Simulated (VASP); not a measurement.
The system is MnO2.

```xyz
3
Lattice="1.4284 0.8247 4.5839 -1.4284 0.8247 4.5839 0.0000 -1.6494 4.5839" Properties=species:S:1:pos:R:3 pbc="T T T"
Mn    0.0000    0.0000    0.0000
O     0.0000    0.0000    3.6355
O     0.0000    0.0000   10.1163
```

| Quantity | Value |
| --- | --- |
| Program | VASP 6.6.1 |
| Task | relaxation of cell and atoms |
| Functional | PBE |
| Dispersion | D3(BJ) |
| Potentials or basis | VASP PAW PBE potentials, release 64 (Mn_pv, O) |
| Cutoff | 600 eV |
| k mesh | 12 × 12 × 12 |
| Occupations | gaussian, width 0.1 eV |
| Spin | collinear spin, ferromagnetic start |
| Starting moments | [3.03, 0.0, 0.0] μB |
| Hubbard terms | Mn d U = 3.9 eV |

At the start: pressure 8.6 GPa; volume 10.80 Å³/atom.

**Question.** How do energy, volume and symmetry change on relaxing?

**Answer.** Over 5 steps the energy falls by 14.0 meV/atom and the volume is 11.21 Å³/atom (+3.8 %); space group R-3m (No. 166, to 0.1 Å) before and after; moment 3.00 μB per cell.

The path:
```
step  energy change (eV)  largest force (eV/Å)  pressure (GPa)  volume (Å³)
   1              0.0000                0.5701            8.64        32.40
   2              0.0186                0.8212           -8.43        35.21
   3             -0.0402                0.1142           -0.03        33.61
   4             -0.0402                0.1018            0.13        33.59
   5             -0.0421                0.0219            0.05        33.64
```

Final structure:
```
CELL_PARAMETERS angstrom
1.45309 0.83894 4.59954
-1.45309 0.83894 4.59954
0.00000 -1.67789 4.59954
ATOMIC_POSITIONS crystal
Mn 0.00000 0.00000 0.00000
O 0.26379 0.26379 0.26379
O 0.73621 0.73621 0.73621
```

Caveat: a cell with one magnetic atom can't hold antiferromagnetic order, which such compounds often take; the relaxation stopped at a loose force limit of 0.05 eV/Å, so its end isn't a converged minimum.
